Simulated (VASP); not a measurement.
Input of a VASP 6.6.1 run:

INCAR

```
ALGO = Normal
EDIFF = 1E-6
ENCUT = 700
GGA = PS
GGA_COMPAT = F
ISIF = 2
ISMEAR = 0
LASPH = T
LCHARG = F
LREAL = F
LWAVE = F
NBANDS = 36
NELM = 120
PREC = Accurate
SIGMA = 0.15
```

Contents of KPOINTS:

```
k-points
0
Gamma
  6 6 12
```

Contents of POSCAR:

```
TaN
1.0
    5.2050894135      0.0000000000      0.0000000000
   -2.6025447067      4.5077396610      0.0000000000
    0.0000000000      0.0000000000      2.9035873890
Ta N
3 3
Direct
    0.0000000000      0.0000000000      0.0000000000
    0.3333333333      0.6666666667      0.5000000000
    0.6666666667      0.3333333333      0.5000000000
    0.5000000000      0.0000000000      0.0000000000
    0.5000000000      0.5000000000      0.0000000000
    0.0000000000      0.5000000000      0.0000000000
```

Potentials or basis: VASP PAW PBE potentials, release 64 (Ta_sv_GW, N).

Command:

```console
$ cat potpaw_PBE.64/Ta_sv_GW/POTCAR potpaw_PBE.64/N/POTCAR > POTCAR
$ mpirun -np 1 vasp_std > vasp.out
```

(1) Predict the pressure.

(2) What does it give for the band gap on the k mesh?

Results:

(1) 0.1 GPa.

(2) zero (bands 27 and 28 overlap by 2.14 eV).

Caveat: the PAW data sets were made with another functional, which shifts forces and pressure a little; spin-orbit coupling is left out, which moves the levels of the heavy elements.
